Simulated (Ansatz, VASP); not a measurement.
**Zr in VASP and in Ansatz**

INCAR

```
PREC     = Accurate       # precision mode
ENCUT    = 520            # plane-wave cutoff, eV
EDIFF    = 1E-6           # SCF threshold, eV
ISMEAR   = -1             # smearing method
SIGMA    = 0.08           # smearing width, eV
LREAL    = False          # projectors in reciprocal space
LASPH    = True           # aspherical terms in the spheres
NELM     = 60             # most SCF steps
ALGO     = Normal         # electronic algorithm
ISIF     = 2              # what is computed and relaxed
LWAVE    = False          # write WAVECAR
LCHARG   = True           # write CHGCAR
GGA      = PS             # functional
LELF     = True           # ELF
LVHAR    = True         
NBANDS   = 12             # bands
```

Contents of KPOINTS:

```
Automatic mesh
0
Gamma
  15 15 15
```

Contents of POSCAR:

```
Zr
1.0
   -1.6002628893      1.6002628893      1.6002628893
    1.6002628893     -1.6002628893      1.6002628893
    1.6002628893      1.6002628893     -1.6002628893
Zr
1
Direct
    0.0000000000      0.0000000000      0.0000000000
```

Input for Ansatz:

```yaml
crystal:
  lattice:
    - [-1.6002628893, 1.6002628893, 1.6002628893]
    - [1.6002628893, -1.6002628893, 1.6002628893]
    - [1.6002628893, 1.6002628893, -1.6002628893]
  atoms:
    - { symbol: Zr, position: [0.0, 0.0, 0.0] }
kpoints:
  mp_grid: { grid: [15, 15, 15] }
scf:
  occupations: { method: fermi_dirac, width: 0.08 }
hamiltonian:
  xc: pbesol
  pseudopotentials: { kind: all_electron, lapw: { basis_error: 0.001 } }
output:
  forces: true
  stress: true
  eigenvalues: true
  populations: true
```

Change from the starting cell: volume scaled by 0.75, LAPW.

Alike in both runs: task single point; functional PBEsol; k mesh 15 × 15 × 15; occupations fermi-dirac, width 0.08 eV; no spin polarisation.

|  | VASP | Ansatz |
| --- | --- | --- |
| version | VASP 6.6.1 | Ansatz 0.2.0 |
| potentials or method | VASP PAW PBE potentials, release 64 (Zr_sv), cutoff 520 eV | all-electron LAPW, scalar-relativistic |

Ansatz gave:

* pressure (GPa): 42.3

Problem. What did VASP give for the same quantities?

Solution. Pressure (GPa): 42.6.

VASP's potentials were made for PBE, not for PBEsol. Both programs put the cell under a high pressure, so it lies far from rest at this level. Ansatz ran all-electron here, and VASP with PAW potentials.
